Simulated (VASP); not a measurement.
# TiB2 (P6/mmm) in VASP: single point with HSE06

Aim: the single point of TiB2 with HSE06.

Everything below comes from runs of VASP 6.6.1. Logs are shortened: lines on timing, memory, paths and dates and some standing lists are left out, and cuts for length are marked.

### 1 The cell of the first run

The structure is hexagonal, space group P6/mmm (No. 191). Conventional cell: a = 3.023 Å, b = 3.023 Å, c = 3.227 Å, α = 90.00°, β = 90.00°, γ = 120.00°. Within 3.1 Å of Ti (site symmetry 6/mmm) lie 12 B at 2.38 Å and 6 Ti at 3.02 Å. Within 2.4 Å of B (site symmetry -6m2) lie 3 B at 1.75 Å and 6 Ti at 2.38 Å.

### 2 Single point, HSE06

POSCAR

```
TiB2
1.0
    3.0232014618      0.0000000000      0.0000000000
   -1.5116007309      2.6181692667      0.0000000000
    0.0000000000      0.0000000000      3.2268233334
Ti B
1 2
Direct
    0.0000000000      0.0000000000      0.0000000000
    0.3333333333      0.6666666667      0.5000000000
    0.6666666667      0.3333333333      0.5000000000
```

INCAR.step1

```
PREC = Accurate
ENCUT = 520
EDIFF = 1E-5
ISMEAR = -1
SIGMA = 0.02
LREAL = F
LASPH = T
NELM = 80
ALGO = Normal
ISIF = 2
LWAVE = T
LCHARG = F
GGA = PE
NBANDS = 16
```

INCAR.step2

```
PREC = Accurate
ENCUT = 520
EDIFF = 1E-6
ISMEAR = -1
SIGMA = 0.02
LREAL = F
LASPH = T
NELM = 80
ALGO = Normal
ISIF = 2
LWAVE = F
LCHARG = F
GGA = PE
LHFCALC = T
HFSCREEN = 0.2079
PRECFOCK = Normal
ISTART = 1
NBANDS = 16
```

KPOINTS

```
regular mesh
0
Gamma
  6 6 6
```

Potentials or basis: VASP PAW PBE potentials, release 64 (Ti_sv, B).

Started as:

```console
> cat potpaw_PBE.64/Ti_sv/POTCAR potpaw_PBE.64/B/POTCAR > POTCAR
> cp INCAR.step1 INCAR
> mpirun -np 1 vasp_std > vasp.out
> cp INCAR.step2 INCAR
> mpirun -np 1 vasp_std > vasp.out
```

OUTCAR:

```text
PREC = Accurate
   ENCUT = 520
   EDIFF = 1E-6
   ISMEAR = -1
   LREAL = F
   LASPH = T
   NELM = 80
   ISIF = 2
   GGA = PE
   LHFCALC = T
   HFSCREEN = 0.2079
   PRECFOCK = Normal
   ISTART = 1

 ion  position               nearest neighbor table
   1  0.000  0.000  0.000-   2 2.38   3 2.38   2 2.38   3 2.38   3 2.38   3 2.38   2 2.38   2 2.38
                             3 2.38   3 2.38   2 2.38   2 2.38
   2  0.333  0.667  0.500-   3 1.75   3 1.75   3 1.75   1 2.38   1 2.38   1 2.38   1 2.38   1 2.38
                             1 2.38
   3  0.667  0.333  0.500-   2 1.75   2 1.75   2 1.75   1 2.38   1 2.38   1 2.38   1 2.38   1 2.38
                             1 2.38

  LATTYP: Found a hexagonal cell.
 ALAT       =     3.0232014618
 C/A-ratio  =     1.0673530607

  Lattice vectors:

 A1 = (   3.0232014618,   0.0000000000,   0.0000000000)
 A2 = (  -1.5116007309,   2.6181692667,   0.0000000000)
 A3 = (   0.0000000000,   0.0000000000,   3.2268233334)

Analysis of symmetry for initial positions (statically):
=====================================================================
 Subroutine PRICEL returns:
 Original cell was already a primitive cell.

 Routine SETGRP: Setting up the symmetry group for a
 hexagonal supercell.

 Subroutine GETGRP returns: Found 24 space group operations
 (whereof 24 operations were pure point group operations)
 out of a pool of 24 trial point group operations.

The static configuration has the point symmetry D_6h.

Analysis of symmetry for dynamics (positions and initial velocities):
=====================================================================
 Subroutine PRICEL returns:
 Original cell was already a primitive cell.

 Routine SETGRP: Setting up the symmetry group for a
 hexagonal supercell.

 Subroutine GETGRP returns: Found 24 space group operations
 (whereof 24 operations were pure point group operations)
 out of a pool of 24 trial point group operations.

The dynamic configuration has the point symmetry D_6h.

 Subroutine INISYM returns: Found 24 space group operations
 (whereof 24 operations are pure point group operations),
 and found     1 'primitive' translations

----------------------------------------------------------------------------------------

                                     Primitive cell

  volume of cell :      25.5411

  direct lattice vectors                    reciprocal lattice vectors
     3.023201462  0.000000000  0.000000000     0.330775177  0.190973138  0.000000000
    -1.511600731  2.618169267  0.000000000     0.000000000  0.381946275  0.000000000
     0.000000000  0.000000000  3.226823333     0.000000000  0.000000000  0.309902308

  length of vectors
     3.023201462  3.023201462  3.226823333     0.381946275  0.381946275  0.309902308

  position of ions in fractional coordinates (direct lattice)
     0.000000000  0.000000000  0.000000000
     0.333333333  0.666666667  0.500000000
     0.666666667  0.333333333  0.500000000

  ion indices of the primitive-cell ions
   primitive index   ion index
                 1           1
                 2           2
                 3           3

----------------------------------------------------------------------------------------

 KPOINTS: regular mesh

Automatic generation of k-mesh.
 Grid dimensions read from file:
 generate k-points for:    6    6    6

 Generating k-lattice:

  Cartesian coordinates                     Fractional coordinates (reciprocal lattice)
     0.055129196  0.031828856  0.000000000     0.166666667  0.000000000  0.000000000
     0.000000000  0.063657713  0.000000000     0.000000000  0.166666667  0.000000000
     0.000000000  0.000000000  0.051650385     0.000000000  0.000000000  0.166666667

  Length of vectors
     0.063657713  0.063657713  0.051650385

  Shift w.r.t. Gamma in fractional coordinates (k-lattice)
     0.000000000  0.000000000  0.000000000

 Subroutine IBZKPT returns following result:
 ===========================================

 Found     28 irreducible k-points:

 Following reciprocal coordinates:
            Coordinates               Weight
  0.000000  0.000000  0.000000      1.000000
  0.166667  0.000000  0.000000      6.000000
  0.333333  0.000000  0.000000      6.000000
  0.500000 -0.000000  0.000000      3.000000
  0.166667  0.166667  0.000000      6.000000
  0.333333  0.166667  0.000000     12.000000
[... 16 lines left out ...]
  0.166667  0.000000  0.500000      6.000000
  0.333333  0.000000  0.500000      6.000000
 [... further k-points ...]
   k-points           NKPTS =     28   k-points in BZ     NKDIM =    216   number of bands    NBANDS=     16
   number of dos      NEDOS =    301   number of ions     NIONS =      3
   total plane-waves  NPLWV =  13824
   dimension x,y,z NGX =    24 NGY =   24 NGZ =   24
   dimension x,y,z NGXF=    48 NGYF=   48 NGZF=   48
   ions per type =               1   2
   NGX,Y,Z   is equivalent  to a cutoff of  13.20, 13.20, 12.36 a.u.
   NGXF,Y,Z  is equivalent  to a cutoff of  26.40, 26.40, 24.73 a.u.
 SYSTEM =  unknown system
   PREC   = accura    normal or accurate (medium, high low for compatibility)
   ISTART =      1    job   : 0-new  1-cont  2-samecut
   ICHARG =      0    charge: 1-file 2-atom 10-const
   ISPIN  =      1    spin polarized calculation?
   LNONCOLLINEAR =      F non collinear calculations
   LSORBIT =      F    spin-orbit coupling
   LASPH  =      T    aspherical Exc in radial PAW
   ENCUT  =  520.0 eV  38.22 Ry    6.18 a.u.   5.62  5.62  6.00*2*pi/ulx,y,z
   NELM   =     80;   NELMIN=  2; NELMDL=  0     # of ELM steps
   EDIFF  = 0.1E-05   stopping-criterion for ELM
   LREAL  =      F    real-space projection
   EDIFFG = 0.1E-04   stopping-criterion for IOM
   NSW    =      0    number of steps for IOM
   IBRION =     -1    ionic relax: 0-MD 1-quasi-New 2-CG
   NFREE  =      0    steps in history (QN), initial steepest desc. (CG)
   ISIF   =      2    stress and relaxation
   ISYM   =      3    0-nonsym 1-usesym 2-fastsym
   POTIM  = 0.5000    time-step for ionic-motion
   TEBEG  =    0.0;   TEEND  =   0.0 temperature during run
   PSTRESS=    0.0 pullay stress
   NELECT =      18.0000    total number of electrons
   NUPDOWN=      -1.0000    fix difference up-down
   EMIN   =  10.00;   EMAX   =-10.00  energy-range for DOS
   EFERMI =   0.00;   METHOD = LEGACY
   ISMEAR =    -1;   SIGMA  =   0.02  broadening in eV -4-tet -1-fermi 0-gaus
   EFERMI_NEDOS =   21; number of points for ismear=-14 and -15
   IALGO  =     38    algorithm
   IMIX   =      1    mixing-type and parameters
     AMIX     =   0.40;   BMIX     =  1.00
     AMIX_MAG =   1.60;   BMIX_MAG =  1.00
  volume/ion in A,a.u.               =       8.51        57.45
  Fermi-wavevector in a.u.,A,eV,Ry     =   1.456864  2.753074 28.877721  2.122453
  Thomas-Fermi vector in A             =   2.573732
   LORBIT       =      0    0 simple, 1 ext, 2 COOP (PROOUT), +10 PAW based schemes
   GGA     = PE    functional components
   LHFCALC =     T    Hartree Fock is set to
   PRECFOCK=normal    Normal, Fast or Accurate (Low or Medium for compatibility)
   ENCUT4O =  -1.0   cutoff for four orbital integrals eV
   NKREDX  =     1    reduce k-point grid by
   NKREDY  =     1    reduce k-point grid by
   NKREDZ  =     1    reduce k-point grid by
   AEXX    =    0.2500 exact exchange contribution
   HFSCREEN=    0.2079 screening length (either q_TF or 0.3 A-1)
   HFSCREENC=   0.2079 screening length for correlation (either q_TF or 0.3 A-1)
   ENCUTFOCK=  -1.0 apply spherical cutoff to Coloumb kernel
   IVDW    =     0    specifies the selected vdW correction
   LEPSILON=     F    determine dielectric tensor
   LRPA    =     F    only Hartree local field effects (RPA)
 non-spin polarized calculation
  energy-cutoff  :      520.00
  volume of cell :       25.54
 maximum number of plane-waves:       719
 NGX is ok and might be reduce to    24
  NGX = 18; NGY = 18; NGZ = 18

 number of electron      18.0000002 magnetization

 Free energy of the ion-electron system (eV)
  ---------------------------------------------------
  ext. energy  EPLUGINS =         0.00000000
  ---------------------------------------------------
  free energy    TOTEN  =       -27.71859037 eV

  energy without entropy =      -27.71730826  energy(sigma->0) =      -27.71794932

 E-fermi :   9.9745     XC(G=0): -10.4359

 val. band max:        9.8472415834   @ k =   0.1667   0.1667   0.1667
 cond. band min:       9.9963325352   @ k =   0.1667   0.1667   0.1667
 fundamental gap:      0.1490909518
 Fermi energy:         9.9745427669

 k-point     1 :       0.0000    0.0000    0.0000
  band No.  band energies     occupation
      1     -51.7418      2.00000
      2     -26.4915      2.00000
      3     -26.1144      2.00000
      4     -26.1144      2.00000
      5      -5.3909      2.00000
      6       6.9752      2.00000
[... 8 lines left out ...]
     15      16.4907      0.00000
     16      17.7499      0.00000

 k-point     2 :       0.1667    0.0000    0.0000
  band No.  band energies     occupation
      1     -51.7264      2.00000
      2     -26.4688      2.00000
      3     -26.2346      2.00000
      4     -26.1412      2.00000
      5      -4.8013      2.00000
      6       5.3770      2.00000
[... 8 lines left out ...]
     15      19.2225      0.00000
     16      19.4259      0.00000

 k-point     3 :       0.3333    0.0000    0.0000
  band No.  band energies     occupation
      1     -51.6957      2.00000
      2     -26.4670      2.00000
      3     -26.4244      2.00000
      4     -26.1938      2.00000
      5      -3.1488      2.00000
      6       2.3250      2.00000
[... 8 lines left out ...]
     15      18.2799      0.00000
     16      20.0405      0.00000
[... 362 lines left out ...]
 k-point    23 :       0.1667    0.0000    0.5000
  band No.  band energies     occupation
      1     -51.7107      2.00000
      2     -26.6902      2.00000
      3     -26.2114      2.00000
      4     -26.1200      2.00000
      5      -2.9544      2.00000
      6       1.9281      2.00000
[... 8 lines left out ...]
     15      20.0332      0.00000
     16      22.2376      0.00000

 k-point    24 :       0.3333    0.0000    0.5000
  band No.  band energies     occupation
      1     -51.6797      2.00000
      2     -26.6345      2.00000
      3     -26.4379      2.00000
      4     -26.1666      2.00000
      5      -2.0719      2.00000
      6       3.0753      2.00000
[... 8 lines left out ...]
     15      17.9867      0.00000
     16      23.7639      0.00000

 [... further k-points ...]

------------------------ aborting loop because EDIFF is reached ----------------------------------------

  FORCE on cell =-STRESS in cart. coord.  units (eV):
  Direction    XX          YY          ZZ          XY          YZ          ZX
  --------------------------------------------------------------------------------------
  -------------------------------------------------------------------------------------
  Total       -0.3489741     -0.3489741     -0.8726779      0.0000000      0.0000000      0.0000000
  in kB      -21.8909085    -21.8909085    -54.7424919      0.0000000      0.0000000      0.0000000
  external PRESSURE =     -32.8414363 kB  Pullay stress =       0.0000000 kB

 VOLUME and BASIS-vectors are now :
 -----------------------------------------------------------------------------
  energy-cutoff  :      520.00
  volume of cell :       25.54
      direct lattice vectors                 reciprocal lattice vectors
     3.023201462  0.000000000  0.000000000     0.330775177  0.190973138  0.000000000
    -1.511600731  2.618169267  0.000000000     0.000000000  0.381946275  0.000000000
     0.000000000  0.000000000  3.226823333     0.000000000  0.000000000  0.309902308

 POSITION                                       TOTAL-FORCE (eV/Angst)
 -----------------------------------------------------------------------------------
      0.00000      0.00000      0.00000        -0.000000      0.000000      0.000000
     -0.00000      1.74545      1.61341        -0.000000      0.000000      0.000000
      1.51160      0.87272      1.61341         0.000000      0.000000     -0.000000
 -----------------------------------------------------------------------------------
    total drift:                               -0.000000     -0.000000      0.000000

  FREE ENERGIE OF THE ION-ELECTRON SYSTEM (eV)
  ---------------------------------------------------
  free  energy   TOTEN  =       -27.7185903706 eV

  energy  without entropy=      -27.7173082642  energy(sigma->0) =      -27.71794932
```

It took 47 min on 1 thread of Intel Xeon Platinum 8259CL at 2.50GHz (Skylake/Cascade Lake), shared host; peak memory 0.26 GiB.

Results:

- Free energy: -27.7186 eV
- Pressure: -3.3 GPa
- Band gap on the k mesh: zero (bands 9 and 10 overlap by 0.62 eV)

Levels at points of the mesh, in eV from the Fermi level:
```
           k point  band 5  band 6  band 7  band 8  band 9  band 10  band 11  band 12  band 13  band 14
(0.00, 0.00, 0.00)  -15.37   -3.00   -3.00   -2.77   -2.32     2.71     2.71     4.58     4.58     6.52
(0.50, 0.00, 0.00)  -10.70  -10.60   -3.79   -3.66   -2.50     2.02     3.67     3.91     4.20     8.09
(0.00, 0.00, 0.50)  -13.23   -8.80   -0.63   -0.63    0.21     0.21     0.83     0.83     2.44     7.44
(0.50, 0.00, 0.50)  -11.14   -8.66   -5.30   -4.45   -3.79     3.44     3.87     5.57     5.70     6.05
```

Caveat: the k points lie up to 0.40 Å⁻¹ apart, too coarse for converged energies and pressures of a metal; the PAW data sets were made with another functional, which shifts forces and pressure a little.

The gap in the log of VASP goes by the Fermi energy; the results here count the filled bands.